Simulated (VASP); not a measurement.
# BaS (Fm-3m) in VASP: a series of runs

BaS is run at these levels: PBEsol; tasks: relaxation of cell and atoms, single point.

Everything below comes from runs of VASP 6.6.1. Logs are shortened: lines on timing, memory, paths and dates and some standing lists are left out, and cuts for length are marked.

## (1) The cell of the first run

Symmetry: Fm-3m, No. 225, cubic system. Conventional cell: a = 6.333 Å, b = 6.333 Å, c = 6.333 Å, α = 90.00°, β = 90.00°, γ = 90.00°. Within 4.2 Å of Ba (site symmetry m-3m) lie 6 S at 3.17 Å. Within 4.2 Å of S (site symmetry m-3m) lie 6 Ba at 3.17 Å.

## (2) Relaxation of cell and atoms, PBEsol, target pressure 7 GPa, at which the enthalpy is minimised

The input, INCAR:

```
  ALGO = Normal
  EDIFF = 1E-6
  EDIFFG = -0.002
  ENCUT = 600
  GGA = PS
  IBRION = 2
  ISIF = 3
  ISMEAR = 0
  LASPH = T
  LCHARG = F
  LREAL = F
  LWAVE = F
  NELM = 80
  NSW = 100
  PREC = Accurate
  PSTRESS = 70.0
  SIGMA = 0.01
```

The input, KPOINTS:

```
k-points
0
Gamma
  8 8 8
```

The input, POSCAR:

```
BaS
1.0
    0.0000000000      3.1662959514      3.1662959514
    3.1662959514      0.0000000000      3.1662959514
    3.1662959514      3.1662959514      0.0000000000
Ba S
1 1
Direct
    0.0000000000      0.0000000000      0.0000000000
    0.5000000000      0.5000000000      0.5000000000
```

Potentials or basis: VASP PAW PBE potentials, release 64 (Ba_sv, S).

Command:

```console
cat potpaw_PBE.64/Ba_sv/POTCAR potpaw_PBE.64/S/POTCAR > POTCAR
mpirun -np 1 vasp_std > vasp.out
```

OUTCAR:

```text
EDIFF = 1E-6
   EDIFFG = -0.002
   ENCUT = 600
   GGA = PS
   IBRION = 2
   ISIF = 3
   ISMEAR = 0
   LASPH = T
   LREAL = F
   NELM = 80
   NSW = 100
   PREC = Accurate
   PSTRESS = 70.0

 ion  position               nearest neighbor table
   1  0.000  0.000  0.000-   2 3.17   2 3.17   2 3.17   2 3.17   2 3.17   2 3.17
   2  0.500  0.500  0.500-   1 3.17   1 3.17   1 3.17   1 3.17   1 3.17   1 3.17

  LATTYP: Found a face centered cubic cell.
 ALAT       =     6.3325919028

  Lattice vectors:

 A1 = (   0.0000000000,   3.1662959514,   3.1662959514)
 A2 = (   3.1662959514,   0.0000000000,   3.1662959514)
 A3 = (   3.1662959514,   3.1662959514,   0.0000000000)

Analysis of symmetry for initial positions (statically):
=====================================================================
 Subroutine PRICEL returns:
 Original cell was already a primitive cell.

 Routine SETGRP: Setting up the symmetry group for a
 face centered cubic supercell.

 Subroutine GETGRP returns: Found 48 space group operations
 (whereof 48 operations were pure point group operations)
 out of a pool of 48 trial point group operations.

The static configuration has the point symmetry O_h .

Analysis of symmetry for dynamics (positions and initial velocities):
=====================================================================
 Subroutine PRICEL returns:
 Original cell was already a primitive cell.

 Routine SETGRP: Setting up the symmetry group for a
 face centered cubic supercell.

 Subroutine GETGRP returns: Found 48 space group operations
 (whereof 48 operations were pure point group operations)
 out of a pool of 48 trial point group operations.

The dynamic configuration has the point symmetry O_h .

 Subroutine INISYM returns: Found 48 space group operations
 (whereof 48 operations are pure point group operations),
 and found     1 'primitive' translations

----------------------------------------------------------------------------------------

                                     Primitive cell

  volume of cell :      63.4870

  direct lattice vectors                    reciprocal lattice vectors
     0.000000000  3.166295951  3.166295951    -0.157913223  0.157913223  0.157913223
     3.166295951  0.000000000  3.166295951     0.157913223 -0.157913223  0.157913223
     3.166295951  3.166295951  0.000000000     0.157913223  0.157913223 -0.157913223

  length of vectors
     4.477818677  4.477818677  4.477818677     0.273513726  0.273513726  0.273513726

  position of ions in fractional coordinates (direct lattice)
     0.000000000  0.000000000  0.000000000
     0.500000000  0.500000000  0.500000000

  ion indices of the primitive-cell ions
   primitive index   ion index
                 1           1
                 2           2

----------------------------------------------------------------------------------------

 KPOINTS: k-points

Automatic generation of k-mesh.
 Grid dimensions read from file:
 generate k-points for:    8    8    8

 Generating k-lattice:

  Cartesian coordinates                     Fractional coordinates (reciprocal lattice)
    -0.019739153  0.019739153  0.019739153     0.125000000  0.000000000  0.000000000
     0.019739153 -0.019739153  0.019739153     0.000000000  0.125000000  0.000000000
     0.019739153  0.019739153 -0.019739153     0.000000000  0.000000000  0.125000000

  Length of vectors
     0.034189216  0.034189216  0.034189216

  Shift w.r.t. Gamma in fractional coordinates (k-lattice)
     0.000000000  0.000000000  0.000000000

 Subroutine IBZKPT returns following result:
 ===========================================

 Found     29 irreducible k-points:

 Following reciprocal coordinates:
            Coordinates               Weight
  0.000000  0.000000  0.000000      1.000000
  0.125000  0.000000  0.000000      8.000000
  0.250000  0.000000  0.000000      8.000000
  0.375000  0.000000  0.000000      8.000000
  0.500000  0.000000  0.000000      4.000000
  0.125000  0.125000  0.000000      6.000000
[... 16 lines left out ...]
  0.500000  0.250000  0.125000     48.000000
 -0.375000  0.250000  0.125000     24.000000
 [... further k-points ...]
   k-points           NKPTS =     29   k-points in BZ     NKDIM =     29   number of bands    NBANDS=     12
   number of dos      NEDOS =    301   number of ions     NIONS =      2
   total plane-waves  NPLWV =  46656
   dimension x,y,z NGX =    36 NGY =   36 NGZ =   36
   dimension x,y,z NGXF=    72 NGYF=   72 NGZF=   72
   ions per type =               1   1
   NGX,Y,Z   is equivalent  to a cutoff of  13.37, 13.37, 13.37 a.u.
   NGXF,Y,Z  is equivalent  to a cutoff of  26.73, 26.73, 26.73 a.u.
 SYSTEM =  unknown system
   PREC   = accura    normal or accurate (medium, high low for compatibility)
   ISTART =      0    job   : 0-new  1-cont  2-samecut
   ICHARG =      2    charge: 1-file 2-atom 10-const
   ISPIN  =      1    spin polarized calculation?
   LNONCOLLINEAR =      F non collinear calculations
   LSORBIT =      F    spin-orbit coupling
   LASPH  =      T    aspherical Exc in radial PAW
   ENCUT  =  600.0 eV  44.10 Ry    6.64 a.u.   8.94  8.94  8.94*2*pi/ulx,y,z
   NELM   =     80;   NELMIN=  2; NELMDL= -5     # of ELM steps
   EDIFF  = 0.1E-05   stopping-criterion for ELM
   LREAL  =      F    real-space projection
   EDIFFG = -.2E-02   stopping-criterion for IOM
   NSW    =    100    number of steps for IOM
   IBRION =      2    ionic relax: 0-MD 1-quasi-New 2-CG
   NFREE  =      1    steps in history (QN), initial steepest desc. (CG)
   ISIF   =      3    stress and relaxation
   ISYM   =      2    0-nonsym 1-usesym 2-fastsym
   POTIM  = 0.5000    time-step for ionic-motion
   TEBEG  =    0.0;   TEEND  =   0.0 temperature during run
   PSTRESS=   70.0 pullay stress
   NELECT =      16.0000    total number of electrons
   NUPDOWN=      -1.0000    fix difference up-down
   EMIN   =  10.00;   EMAX   =-10.00  energy-range for DOS
   EFERMI =   0.00;   METHOD = LEGACY
   ISMEAR =     0;   SIGMA  =   0.01  broadening in eV -4-tet -1-fermi 0-gaus
   EFERMI_NEDOS =   21; number of points for ismear=-14 and -15
   IALGO  =     38    algorithm
   IMIX   =      4    mixing-type and parameters
     AMIX     =   0.40;   BMIX     =  1.00
     AMIX_MAG =   1.60;   BMIX_MAG =  1.00
  volume/ion in A,a.u.               =      31.74       214.22
  Fermi-wavevector in a.u.,A,eV,Ry     =   1.034078  1.954124 14.548947  1.069317
  Thomas-Fermi vector in A             =   2.168356
   LORBIT       =      0    0 simple, 1 ext, 2 COOP (PROOUT), +10 PAW based schemes
   GGA     = PS    functional components
   LHFCALC =     F    Hartree Fock is set to
   AEXX    =    0.0000 exact exchange contribution
   IVDW    =     0    specifies the selected vdW correction
   LEPSILON=     F    determine dielectric tensor
   LRPA    =     F    only Hartree local field effects (RPA)
 conjugate gradient relaxation of ions
 non-spin polarized calculation
 Gauss-broadening in eV      SIGMA  =   0.01
  energy-cutoff  :      600.00
  volume of cell :       63.49
 maximum number of plane-waves:      2148
   NGX = 17   NGY = 17   NGZ = 17

--------------------------------------- Ionic step        1  -------------------------------------------

 number of electron      15.9999999 magnetization

 Free energy of the ion-electron system (eV)
  ---------------------------------------------------
  ext. energy  EPLUGINS =         0.00000000
  ---------------------------------------------------
  free energy    TOTEN  =       -10.71752971 eV

  energy without entropy =      -10.71752971  energy(sigma->0) =      -10.71752971

 E-fermi :   1.5818     XC(G=0):  -8.9316

 val. band max:        1.4790257896   @ k =   0.0000   0.0000   0.0000
 cond. band min:       3.4126628961   @ k =   0.5000   0.5000   0.0000
 fundamental gap:      1.9336371065
 Fermi energy:         1.5817942398

 k-point     1 :       0.0000    0.0000    0.0000
  band No.  band energies     occupation
      1     -24.4772      2.00000
      2      -9.5166      2.00000
      3      -9.5166      2.00000
      4      -9.5166      2.00000
      5      -8.9144      2.00000
      6       1.4790      2.00000
      7       1.4790      2.00000
      8       1.4790      2.00000
      9       5.0132      0.00000
     10       5.2625      0.00000
     11       5.2625      0.00000
     12       5.2625      0.00000
[... 331 lines left out ...]
 k-point    24 :      -0.3750    0.2500    0.1250
  band No.  band energies     occupation
      1     -24.4170      2.00000
      2     -10.5783      2.00000
      3      -9.7376      2.00000
      4      -9.6358      2.00000
      5      -7.8532      2.00000
      6      -0.0892      2.00000
      7       0.5681      2.00000
      8       0.6581      2.00000
      9       6.0990      0.00000
     10       6.3048      0.00000
     11       8.2002      0.00000
     12       8.4438      0.00000

 [... further k-points ...]
[... 5 lines left out ...]
  --------------------------------------------------------------------------------------
  -------------------------------------------------------------------------------------
  Total        0.2677923      0.2677923      0.2677923     -0.0000000     -0.0000000      0.0000000
  in kB        6.7580921      6.7580921      6.7580921     -0.0000000     -0.0000000      0.0000000
  external PRESSURE =     -63.2419079 kB  Pullay stress =      70.0000000 kB
[... 175 lines left out ...]
  enthalpy is  TOTEN    =        -8.0768159238 eV   P V=        2.5049343264

--------------------------------------- Ionic step        6  -------------------------------------------

 number of electron      16.0000002 magnetization

 Free energy of the ion-electron system (eV)
  ---------------------------------------------------
  ext. energy  EPLUGINS =         0.00000000
  ---------------------------------------------------
  free energy    TOTEN  =       -10.57996622 eV

  energy without entropy =      -10.57996622  energy(sigma->0) =      -10.57996622

 E-fermi :   2.1638     XC(G=0):  -9.3715

 val. band max:        2.0713496588   @ k =   0.0000   0.0000   0.0000
 cond. band min:       3.7703426973   @ k =   0.5000   0.5000   0.0000
 fundamental gap:      1.6989930385
 Fermi energy:         2.1637630179

 k-point     1 :       0.0000    0.0000    0.0000
  band No.  band energies     occupation
      1     -23.6067      2.00000
      2      -8.6224      2.00000
      3      -8.6224      2.00000
      4      -8.6224      2.00000
      5      -8.4922      2.00000
      6       2.0713      2.00000
      7       2.0713      2.00000
      8       2.0713      2.00000
      9       5.8172      0.00000
     10       5.8172      0.00000
     11       5.8172      0.00000
     12       6.1372      0.00000
[... 331 lines left out ...]
 k-point    24 :      -0.3750    0.2500    0.1250
  band No.  band energies     occupation
      1     -23.5064      2.00000
      2     -10.1709      2.00000
      3      -8.9428      2.00000
      4      -8.7953      2.00000
      5      -7.0093      2.00000
      6       0.3295      2.00000
      7       1.0427      2.00000
      8       1.1898      2.00000
      9       6.8150      0.00000
     10       7.0547      0.00000
     11       9.2126      0.00000
     12       9.6251      0.00000

 [... further k-points ...]
[... 5 lines left out ...]
  --------------------------------------------------------------------------------------
  -------------------------------------------------------------------------------------
  Total        2.5007187      2.5007187      2.5007187     -0.0000000     -0.0000000      0.0000000
  in kB       69.9321271     69.9321271     69.9321271     -0.0000000     -0.0000000      0.0000000
  external PRESSURE =      -0.0678729 kB  Pullay stress =      70.0000000 kB
[... 17 lines left out ...]
  FREE ENERGIE OF THE ION-ELECTRON SYSTEM (eV)
  ---------------------------------------------------
  free  energy   TOTEN  =       -10.5799662232 eV

  energy  without entropy=      -10.5799662232  energy(sigma->0) =      -10.57996622

  enthalpy is  TOTEN    =        -8.0768204193 eV   P V=        2.5031458040

 reached required accuracy - stopping structural energy minimisation
```

It took 81 s on 1 thread of AMD EPYC 7R43 (Zen 3), shared host; peak memory 0.19 GiB.

Results:

| Quantity | Value |
| --- | --- |
| Free energy | -10.5800 eV |
| Relaxed volume | 28.65 Å³/atom |
| Relaxed cell | a = 4.327 Å, b = 4.327 Å, c = 4.327 Å, α = 60.00°, β = 60.00°, γ = 60.00° |
| Space group after relaxing (to 0.05 Å) | Fm-3m (No. 225) |
| Energy change on relaxing (the enthalpy is what falls) | +68.8 meV/atom |
| Ionic steps | 6 |
| Pressure after relaxing | 7.0 GPa |
| Band gap on the k mesh | 1.70 eV, indirect (least direct gap 1.74 eV) |

The path:
```csv
step,energy change (eV),largest force (eV/Å),pressure (GPa),volume (Å³)
1,0.0000,0.0000,0.68,63.49
2,0.4423,0.0000,14.58,52.66
3,0.1345,0.0000,6.90,57.36
4,0.1396,0.0000,7.07,57.25
5,0.1358,0.0000,6.97,57.33
6,0.1376,0.0000,6.99,57.29
```

Final structure:
```cif
data_structure
_symmetry_space_group_name_H-M 'P 1'
_symmetry_Int_Tables_number 1
_cell_length_a 4.3272
_cell_length_b 4.3272
_cell_length_c 4.3272
_cell_angle_alpha 60.000
_cell_angle_beta 60.000
_cell_angle_gamma 60.000
_cell_volume 57.29
loop_
_atom_site_label
_atom_site_type_symbol
_atom_site_fract_x
_atom_site_fract_y
_atom_site_fract_z
_atom_site_occupancy
Ba1 Ba 0.00000 0.00000 0.00000 1
S1 S 0.50000 0.50000 0.50000 1
```

Caveat: the cell is relaxed towards a set pressure, so the enthalpy falls and the energy may rise; the PAW data sets were made with another functional, which shifts forces and pressure a little; spin-orbit coupling is left out, which moves the levels of the heavy elements. Expect the measured gap to be larger: semilocal functionals such as PBEsol lack the derivative discontinuity.

(Continued in part 2 of 3.)
